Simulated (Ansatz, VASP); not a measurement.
**TiC: VASP beside Ansatz**

File INCAR:

```
SYSTEM = TiC
PREC = Accurate
ENCUT = 600
EDIFF = 1E-6
ISMEAR = 0
SIGMA = 0.1
LREAL = .FALSE.
LASPH = .TRUE.
NELM = 100
ALGO = Normal
ISIF = 3
LWAVE = .FALSE.
LCHARG = .FALSE.
IBRION = 2
NSW = 100
EDIFFG = -0.002
```

The input KPOINTS:

```
Automatic mesh
0
G
  14 14 14
  0 0 0
```

The input POSCAR:

```
TiC
1.0
    0.0000000000      2.1303899794      2.1303899794
    2.1303899794      0.0000000000      2.1303899794
    2.1303899794      2.1303899794      0.0000000000
Ti C
1 1
Direct
    0.0000000000      0.0000000000      0.0000000000
    0.5000000000      0.5000000000      0.5000000000
```

Input for Ansatz:

```yaml
crystal:
  lattice:
    - [0.0, 2.1303899794, 2.1303899794]
    - [2.1303899794, 0.0, 2.1303899794]
    - [2.1303899794, 2.1303899794, 0.0]
  atoms:
    - { symbol: Ti, position: [0.0, 0.0, 0.0] }
    - { symbol: C, position: [0.5, 0.5, 0.5] }
basis:
  ecutwfc: 420
kpoints:
  mp_grid: { grid: [14, 14, 14] }
hamiltonian:
  xc: lda
  pseudopotentials: { kind: paw, azcp: { folder: soft_1 } }
scf:
  occupations: { method: gaussian, width: 0.1 }
output:
  forces: true
  stress: true
  eigenvalues: true
relax:
  adjacent_minimum: "off"
  f_tol: 0.002
  max_steps: 80
  cell: { stress_tol: 0.02 }
```

Alike in both runs: task relaxation of cell and atoms; functional LDA; k mesh 14 × 14 × 14; occupations gaussian, width 0.1 eV; no spin polarisation.

```csv
,VASP,Ansatz
version,VASP 6.6.1,Ansatz 0.2.0
potentials or method,"VASP PAW LDA potentials, release 64 (Ti_sv, C), cutoff 600 eV","scalar-relativistic, plane waves, PAW"
valence electrons in the cell,16,16
```

|  | VASP | Ansatz | Ansatz less VASP |
| --- | --- | --- | --- |
| gap on the k mesh at the Fermi level, each at its own relaxed structure (eV) | none | none | - |
| relaxed volume (Å³/atom) | 9.69 | 9.67 | -0.020 |
| relaxed cell length with the largest relative difference (Å) | 3.015 | 3.013 | -0.0021 |

Ansatz warns that its potentials were made for another functional, while VASP's fit it. LDA's correlation is that of Perdew and Zunger in VASP and of Perdew and Wang (1992) in Ansatz. A gap of «none» marks a metal or a gap that the smearing closes.
